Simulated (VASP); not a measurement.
A run of VASP 6.6.1:

Contents of INCAR:

```
SYSTEM = AgO
PREC     = Accurate       ! precision mode
ENCUT    = 520            ! plane-wave cutoff, eV
EDIFF    = 1E-7           ! SCF threshold, eV
ISMEAR   = 0              ! smearing method
SIGMA    = 0.15           ! smearing width, eV
LREAL    = .False.        ! projectors in reciprocal space
LASPH    = .True.         ! aspherical terms in the spheres
NELM     = 80             ! most SCF steps
ALGO     = Normal         ! electronic algorithm
ISIF     = 2              ! what is computed and relaxed
LWAVE    = .False.        ! write WAVECAR
LCHARG   = .False.        ! write CHGCAR
GGA      = PS             ! functional
NBANDS   = 16             ! bands
```

The input KPOINTS:

```
regular mesh
0
Gamma
  18 18 18
  0 0 0
```

POSCAR

```
AgO
1.0
    0.0000000000      2.5284000000      2.4682000000
    2.5284000000      0.0000000000      2.4682000000
    2.5284000000      2.5284000000      0.0000000000
Ag O
1 1
Direct
    0.0000000000      0.0000000000      0.0000000000
    0.7500000000      0.7500000000      0.7500000000
```

Potentials or basis: VASP PAW PBE potentials, release 64 (Ag, O).

Launch:

```bash
$ cat potpaw_PBE.64/Ag/POTCAR potpaw_PBE.64/O/POTCAR > POTCAR
$ mpirun -np 1 vasp_std > vasp.out
```

Hardware: 1 thread of Intel Xeon 8259CL, on a shared host.

Question: Estimate the wall time of this run.

Answer: Run time: 6.2 min on 1 thread of Intel Xeon 8259CL, on a shared host, peak memory 0.36 GiB. Counts: scf iterations 14, k points 480.
